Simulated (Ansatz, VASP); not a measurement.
This is a calculation of Zr for Ansatz 0.2.0.

Contents of input.yaml:

```yaml
crystal:
  lattice:
    - [0.0, 2.255, 2.255]
    - [2.255, 0.0, 2.255]
    - [2.255, 2.255, 0.0]
  atoms:
    - { symbol: Zr, position: [0.0, 0.0, 0.0] }
kpoints:
  mp_grid: { grid: [5, 5, 5] }
scf:
  occupations: { method: fermi_dirac, width: 0.03 }
hamiltonian:
  xc: pbe
  pseudopotentials: { kind: all_electron, lapw: { basis_error: 0.002 } }
output:
  forces: true
  stress: true
  eigenvalues: true
```

Potentials or basis: all-electron LAPW, scalar-relativistic.

Command:

```sh
$ ansatz run input.yaml --threads 1 --pin off --max-ram 2560MiB --backend cpu --events-out ev --progress --plain --runs-dir out
```

Problem. Set up the same calculation for VASP 6.6.1. Potentials there: VASP PAW PBE potentials, release 64 (Zr_sv).

Solution. As run (the cutoff follows the program's own potentials):

Contents of INCAR:

```
SYSTEM = Zr
PREC = Accurate ; ENCUT = 500
EDIFF = 1E-6 ; ISMEAR = -1
SIGMA = 0.03 ; LREAL = .FALSE.
LASPH = .TRUE. ; NELM = 120
ALGO = Normal ; ISIF = 2
LWAVE = .FALSE. ; LCHARG = .FALSE.
GGA = PE ; NBANDS = 12
GGA_COMPAT = .FALSE.
```

The input KPOINTS:

```
Automatic mesh
0
G
  5 5 5
  0 0 0
```

POSCAR

```
Zr
1.0
    0.0000000000      2.2550000000      2.2550000000
    2.2550000000      0.0000000000      2.2550000000
    2.2550000000      2.2550000000      0.0000000000
Zr
1
Direct
    0.0000000000      0.0000000000      0.0000000000
```

Potentials or basis: VASP PAW PBE potentials, release 64 (Zr_sv).

Launch:

```bash
$ cat potpaw_PBE.64/Zr_sv/POTCAR > POTCAR
$ mpirun -np 1 vasp_std > vasp.out
```

Both were run:

|  | VASP | Ansatz | Ansatz less VASP |
| --- | --- | --- | --- |
| gap on the k mesh at the Fermi level (eV) | none | none | - |
| pressure (GPa) | 0.7 | 0.7 | -0.02 |

A gap of «none» marks a metal or a gap that the smearing closes. Ansatz ran all-electron here, and VASP with PAW potentials.

The k mesh is coarse, so the values compare programs but aren't converged.
